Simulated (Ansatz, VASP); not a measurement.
**Rh: VASP beside Ansatz**

File INCAR:

```
SYSTEM = Rh
ALGO = Fast ; EDIFF = 1E-6
ENCUT = 520 ; GGA = PE
ISIF = 2 ; ISMEAR = 0
LASPH = .TRUE. ; LCHARG = .TRUE.
LELF = .TRUE. ; LREAL = .FALSE.
LVHAR = .TRUE. ; LWAVE = .FALSE.
NBANDS = 22 ; NELM = 80
PREC = Accurate ; SIGMA = 0.15
```

Contents of KPOINTS:

```
k-points
0
G
  21 21 12
  0 0 0
```

POSCAR

```
Rh
1.0
    2.7457314873      0.0000000000      0.0000000000
   -1.3728657437      2.3778732200      0.0000000000
    0.0000000000      0.0000000000      4.8368805880
Rh
2
Direct
    0.6666666667      0.3333333333      0.7500000000
    0.3333333333      0.6666666667      0.2500000000
```

Input for Ansatz:

```yaml
crystal:
  lattice:
    - [2.7457314873, 0.0, 0.0]
    - [-1.3728657437, 2.37787322, 0.0]
    - [0.0, 0.0, 4.836880588]
  atoms:
    - { symbol: Rh, position: [0.6666666667, 0.3333333333, 0.75] }
    - { symbol: Rh, position: [0.3333333333, 0.6666666667, 0.25] }
basis:
  ecutwfc: 420
kpoints:
  mp_grid: { grid: [21, 21, 12] }
hamiltonian:
  xc: pbe
  pseudopotentials: { kind: paw, azcp: { folder: soft_1 } }
scf:
  occupations: { method: gaussian, width: 0.15 }
output:
  forces: true
  stress: true
  eigenvalues: true
```

Alike in both runs: task single point; functional PBE; k mesh 21 × 21 × 12; occupations gaussian, width 0.15 eV; no spin polarisation.

|  | VASP | Ansatz |
| --- | --- | --- |
| version | VASP 6.6.1 | Ansatz 0.2.0 |
| potentials or method | VASP PAW PBE potentials, release 64 (Rh_pv), cutoff 520 eV | scalar-relativistic, plane waves, PAW |
| valence electrons in the cell | 30 | 34 |

```tsv
	VASP	Ansatz	Ansatz less VASP
gap on the k mesh at the Fermi level (eV)	none	none	-
pressure (GPa)	-19.9	-19.9	-0.07
traceless stress, the component that is largest in VASP (GPa)	-9.18	-9.18	+0.009
```

A gap of «none» marks a metal or a gap that the smearing closes. The functional is the same, so the differences come from potentials, cutoffs and numerics. VASP's potentials hold 30 valence electrons a cell and Ansatz's 34, so a difference there can come from the potentials and not from the codes.
